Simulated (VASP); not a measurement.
Wanted: the native input for a VASP 6.6.1 run.

```
Task                   : single point
Functional             : PBE
Potentials or basis    : VASP PAW PBE potentials, release 64 (Cr_pv, Co)
Cutoff                 : 520 eV
k mesh                 : 6 × 6 × 4
Occupations            : gaussian, width 0.1 eV
Spin                   : collinear spin, ferromagnetic start
Starting moments       : [3.0, 3.0, 3.0, 3.0] μB
Dipole correction      : no
Further INCAR settings : ALGO = Fast; EDIFF = 1e-06; NBANDS = 33
```

The structure of CrCo lies in POSCAR:

```
CrCo
1.0
    3.4910779064      0.0000000000      0.0000000000
   -1.7455389532      3.0233621535      0.0000000000
    0.0000000000      0.0000000000      4.7288166845
Cr Co
2 2
Direct
    0.3333333333      0.6666666667      0.2500000000
    0.6666666667      0.3333333333      0.7500000000
    0.0000000000      0.0000000000      0.0000000000
    0.0000000000      0.0000000000      0.5000000000
```

One way to write it, as run:

INCAR

```
SYSTEM = CrCo
PREC     = Accurate       ! precision mode
ENCUT    = 520            ! plane-wave cutoff, eV
EDIFF    = 1E-6           ! SCF threshold, eV
ISMEAR   = 0              ! smearing method
SIGMA    = 0.1            ! smearing width, eV
LREAL    = .FALSE.        ! projectors in reciprocal space
LASPH    = .TRUE.         ! aspherical terms in the spheres
NELM     = 150            ! most SCF steps
ALGO     = Fast           ! electronic algorithm
ISIF     = 2              ! what is computed and relaxed
LWAVE    = .FALSE.        ! write WAVECAR
LCHARG   = .TRUE.         ! write CHGCAR
ISPIN    = 2              ! spin polarisation
MAGMOM   = 3 3 3 3        ! initial moments
LORBIT   = 11             ! projections on sites
LMAXMIX  = 4              ! l up to which the mixer works
GGA      = PE             ! functional
LELF     = .TRUE.         ! ELF
LVHAR    = .TRUE.       
NBANDS   = 33             ! bands
```

KPOINTS

```
Automatic mesh
0
G
  6 6 4
  0 0 0
```

Potentials or basis: VASP PAW PBE potentials, release 64 (Cr_pv, Co).

The run is started by

```bash
$ cat potpaw_PBE.64/Cr_pv/POTCAR potpaw_PBE.64/Co/POTCAR > POTCAR
$ mpirun -np 1 vasp_std > vasp.out
```

Results of the run:

```
Pressure                                              : -0.3 GPa
Net moment                                            : 0.67 μB per cell
Site moments                                          : Cr +0.36; Co -0.03 μB
Valence electrons inside the program's atomic spheres : Cr 10.85; Co 8.59
```

It took 94 s on 1 thread of Intel(R) Xeon(R) Platinum 8488C (Sapphire Rapids), with other jobs on the host, peak memory 0.21 GiB.
